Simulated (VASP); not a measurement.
Runs of VASP 6.6.1 on Si. The structure is that of space group Fm-3m (No. 225), or close to it. The cells are those of the table. 

```tsv
cell	gap on the mesh (eV)	pressure (GPa)
a = 2.297 Å, angles 60.0°, 1 atom	none	136.4
a = 2.362 Å, angles 60.0°, 1 atom	none	94.3
a = 2.423 Å, angles 60.0°, 1 atom	none	66.2
a = 2.393 Å, angles 60.0°, 1 atom	none	(a)
a = 2.330 Å, angles 60.0°, 1 atom	none	(b)
```

Alike in all rows: task single point; level PBE; potentials or basis VASP PAW PBE potentials, release 64 (Si); no spin polarisation; k mesh 15 × 15 × 15; cutoff (eV) 500; smearing fermi-dirac 0.1 eV.

Task: Fill in the values left out.

Result: (a) 79.3; (b) 113.1.

A gap of «none» marks levels without a gap at the run's occupations.
